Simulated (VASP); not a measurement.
Input of a VASP 6.6.1 run:

File POSCAR:

```
Hf
1.0
    3.1314429137      0.0000000000      0.0000000000
   -1.5657214569      2.7119091138      0.0000000000
    0.0000000000      0.0000000000      4.9545506207
Hf
2
Direct
    0.6666666667      0.3333333333      0.7500000000
    0.3333333333      0.6666666667      0.2500000000
```

The input INCAR.step1:

```
SYSTEM = Hf
PREC = Accurate
ENCUT = 520
EDIFF = 1E-5
ISMEAR = -1
SIGMA = 0.05
LREAL = .FALSE.
LASPH = .TRUE.
NELM = 100
ALGO = Normal
ISIF = 2
LWAVE = .TRUE.
NBANDS = 17
GGA = PE
```

Contents of INCAR.step2:

```
SYSTEM = Hf
PREC = Accurate
ENCUT = 520
EDIFF = 1E-6
ISMEAR = -1
SIGMA = 0.05
LREAL = .FALSE.
LASPH = .TRUE.
NELM = 100
ALGO = Normal
ISIF = 2
LWAVE = .FALSE.
LCHARG = .TRUE.
GGA = PE
LHFCALC = .TRUE.
AEXX = 0.25
PRECFOCK = Normal
LELF = .TRUE.
LVHAR = .TRUE.
NBANDS = 17
ISTART = 1
```

The input KPOINTS:

```
Automatic mesh
0
G
  6 6 4
  0 0 0
```

Potentials or basis: VASP PAW PBE potentials, release 64 (Hf_pv).

The run is started by

```console
$ cat potpaw_PBE.64/Hf_pv/POTCAR > POTCAR
$ cp INCAR.step1 INCAR
$ mpirun -np 1 vasp_std > vasp.out
$ cp INCAR.step2 INCAR
$ mpirun -np 1 vasp_std > vasp.out
```

(1) What does it give for the pressure?

(2) Estimate the band gap on the k mesh.

Results:

(1) 7.5 GPa.

(2) zero (bands 10 and 11 overlap by 2.74 eV).

Caveat: the k points lie up to 0.39 Å⁻¹ apart, too coarse for converged energies and pressures of a metal; the PAW data sets were made with another functional, which shifts forces and pressure a little; spin-orbit coupling is left out, which moves the levels of the heavy elements.
